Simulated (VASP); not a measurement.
Set up this calculation in VASP 6.6.1, as the native input.

* Task: single point
* Functional: PBE
* Potentials or basis: VASP PAW PBE potentials, release 64 (K_sv, Si)
* Cutoff: 520 eV
* k mesh: 6 × 6 × 6
* Occupations: gaussian, width 0.1 eV
* Spin: no spin polarisation
* Dipole correction: no
* Further INCAR settings: ALGO = Normal; EDIFF = 1e-06; NBANDS = 16

The structure of KSi2 lies in POSCAR:

```
KSi2
1.0
    1.9633100005      1.1335175573      5.9693488799
   -1.9633100005      1.1335175573      5.9693488799
    0.0000000000     -2.2670351146      5.9693488799
K Si
1 2
Direct
    0.0044064174      0.0044064174      0.0044064174
    0.8120463596      0.8120463596      0.8120463596
    0.5168472230      0.5168472230      0.5168472230
```

One way to write it, as run:

INCAR

```
PREC = Accurate
ENCUT = 520
EDIFF = 1E-6
ISMEAR = 0
SIGMA = 0.1
LREAL = F
LASPH = T
NELM = 80
ALGO = Normal
ISIF = 2
LWAVE = F
LCHARG = F
GGA = PE
NBANDS = 16
```

KPOINTS

```
regular mesh
0
Gamma
  6 6 6
```

Potentials or basis: VASP PAW PBE potentials, release 64 (K_sv, Si).

Launch:

```sh
$ cat potpaw_PBE.64/K_sv/POTCAR potpaw_PBE.64/Si/POTCAR > POTCAR
$ mpirun -np 1 vasp_std > vasp.out
```

It gave:

- Pressure: 0.1 GPa
- Largest force: 0.024 eV/Å
- Band gap on the k mesh: zero (an odd number of electrons rules out a gap without spin polarisation)

Caveat: an odd number of electrons without spin polarisation forces a metal; a magnetic or distorted state may lie lower.

Run time: 3.2 min on 1 thread of Intel Xeon 8259CL, on a shared host, peak memory 0.33 GiB.
